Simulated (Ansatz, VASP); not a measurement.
Y: VASP beside Ansatz

```xyz
1
Lattice="0.0000 2.6035 2.6035 2.6035 0.0000 2.6035 2.6035 2.6035 0.0000" Properties=species:S:1:pos:R:3 pbc="T T T"
Y     0.0000    0.0000    0.0000
```

Alike in both runs: task single point; functional RPBE; k mesh 12 × 12 × 12; occupations fermi-dirac, width 0.1 eV; no spin polarisation.

|  | VASP | Ansatz |
| --- | --- | --- |
| version | VASP 6.6.1 | Ansatz 0.2.0 |
| potentials or method | VASP PAW PBE potentials, release 64 (Y_sv), cutoff 520 eV | plane waves (420 eV) with PAW, scalar-relativistic |
| valence electrons in the cell | 11 | 11 |

```tsv
	VASP	Ansatz	Ansatz less VASP
pressure (GPa)	-1.4	-1.3	+0.13
```

VASP's potentials were made for PBE, not for RPBE.
